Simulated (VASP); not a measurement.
Write the native input for VASP 6.6.1 that does the following.

| Quantity | Value |
| --- | --- |
| Task | single point |
| Functional | BLYP |
| Dispersion | D3(BJ) |
| Potentials or basis | VASP PAW PBE potentials, release 64 (Pt, Fe) |
| Cutoff | 520 eV |
| k mesh | 10 × 10 × 7 |
| Occupations | fermi-dirac, width 0.05 eV |
| Spin | collinear spin, ferromagnetic start |
| Starting moments | [0.0, 3.0] μB |
| Dipole correction | no |
| Further INCAR settings | ALGO = Normal; EDIFF = 1e-06; NBANDS = 20 |

The structure of FePt lies in POSCAR:

```
FePt
1.0
    2.7187688404      0.0000000000      0.0000000000
    0.0000000000      2.7187688404      0.0000000000
    0.0000000000      0.0000000000      3.7136177583
Pt Fe
1 1
Direct
    0.5000000000      0.5000000000      0.5000000000
    0.0000000000      0.0000000000      0.0000000000
```

One way to write it, as run:

INCAR

```
SYSTEM = FePt
  AGGAC = 1.0
  AGGAX = 1.0
  ALDAC = 0.0
  ALDAX = 1.0
  ALGO = Normal
  EDIFF = 1E-6
  ENCUT = 520
  GGA = B5
  ISIF = 2
  ISMEAR = -1
  ISPIN = 2
  IVDW = 12
  LASPH = .True.
  LCHARG = .True.
  LELF = .True.
  LMAXMIX = 4
  LORBIT = 11
  LREAL = .False.
  LVHAR = .True.
  LWAVE = .False.
  MAGMOM = 0 3
  NBANDS = 20
  NELM = 150
  PREC = Accurate
  SIGMA = 0.05
  VDW_A1 = 0.4298
  VDW_A2 = 4.2359
  VDW_S6 = 1.0
  VDW_S8 = 2.6996
```

KPOINTS

```
k-points
0
Gamma
  10 10 7
  0 0 0
```

Potentials or basis: VASP PAW PBE potentials, release 64 (Pt, Fe).

The run is started by

```bash
$ cat potpaw_PBE.64/Pt/POTCAR potpaw_PBE.64/Fe/POTCAR > POTCAR
$ mpirun -np 1 vasp_std > vasp.out
```

It gave:

```
Pressure                                              : 0.8 GPa
Net moment                                            : 3.21 μB per cell
Site moments                                          : Pt +0.34; Fe +2.84 μB
Valence electrons inside the program's atomic spheres : Pt 9.49; Fe 7.05
Dispersion energy per atom                            : -1.251 eV
```

Caveat: the PAW data sets were made with another functional, which shifts forces and pressure a little.

Run time: 58 s on 1 thread of Intel(R) Xeon(R) Platinum 8559C (Emerald Rapids), on a shared host, peak memory 0.2 GiB.
